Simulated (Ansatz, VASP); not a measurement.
F in VASP and in Ansatz

```
F
1.0
     2.77359   -1.76288    0.29271
     2.77359    1.76288    0.29271
    -0.82277    0.00000    6.64023
F
4
Direct
  0.91386 0.58555 0.10227
  0.41445 0.08614 0.39773
  0.08614 0.41445 0.89773
  0.58555 0.91386 0.60227
```

Alike in both runs: task single point; functional PBE; dispersion D3(BJ); k mesh 8 × 8 × 4; occupations gaussian, width 0.05 eV; no spin polarisation.

|  | VASP | Ansatz |
| --- | --- | --- |
| version | VASP 6.6.1 | Ansatz 0.2.0 |
| potentials or method | VASP PAW PBE potentials, release 64 (F), cutoff 520 eV | scalar-relativistic, plane waves, PAW |
| valence electrons in the cell | 28 | 28 |

VASP gave:

* gap on the k mesh at the Fermi level (eV): 2.07
* least direct gap on the mesh (eV): 2.07
* pressure (GPa): -4.7
* traceless stress, the component that is largest in VASP (GPa): -6.29
* rms of the force components (eV/Å): 1.001

Q: Estimate Ansatz's values.

A: gap on the k mesh at the Fermi level (eV): 2.13; least direct gap on the mesh (eV): 2.13; pressure (GPa): -4.8; traceless stress, the component that is largest in VASP (GPa): -7.19; rms of the force components (eV/Å): 1.144.

Atom by atom the forces differ by 0.144 eV/Å (rms over components).
